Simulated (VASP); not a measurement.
Wanted: the native input for a VASP 6.6.1 run.

| Quantity | Value |
| --- | --- |
| Task | single point |
| Functional | LDA |
| Potentials or basis | VASP PAW LDA potentials, release 64 (Al, Au) |
| Cutoff | 520 eV |
| k mesh | 9 × 9 × 9 |
| Occupations | fermi-dirac, width 0.1 eV |
| Spin | no spin polarisation |
| Dipole correction | no |
| Further INCAR settings | ALGO = Normal; EDIFF = 1e-06; NBANDS = 14 |

The structure of AlAu lies in POSCAR:

```
AlAu
1.0
    3.2558642939      0.0000000000      0.0000000000
    0.0000000000      3.2558642939      0.0000000000
    0.0000000000      0.0000000000      3.2558642939
Al Au
1 1
Direct
    0.0000000000      0.0000000000      0.0000000000
    0.5000000000      0.5000000000      0.5000000000
```

One way to write it, as run:

INCAR

```
  ALGO = Normal
  EDIFF = 1E-6
  ENCUT = 520
  GGA = CA
  ISIF = 2
  ISMEAR = -1
  LASPH = T
  LCHARG = F
  LREAL = F
  LWAVE = F
  NBANDS = 14
  NELM = 80
  PREC = Accurate
  SIGMA = 0.1
```

KPOINTS

```
k-points
0
Gamma
  9 9 9
```

Potentials or basis: VASP PAW LDA potentials, release 64 (Al, Au).

Run with:

```console
$ cat potpaw_LDA.64/Al/POTCAR potpaw_LDA.64/Au/POTCAR > POTCAR
$ mpirun -np 1 vasp_std > vasp.out
```

It gave:

```yaml
Pressure: -10.1 GPa
Band_gap_on_the_k_mesh: zero (band 7 reaches 11.74 eV, above the bottom of band 8 at 8.11 eV)
```

Caveat: spin-orbit coupling is left out, which moves the levels of the heavy elements.

Run time: 5.1 s on 1 thread of Intel(R) Xeon(R) Platinum 8488C (Sapphire Rapids), with other jobs on the host, peak memory 0.14 GiB.
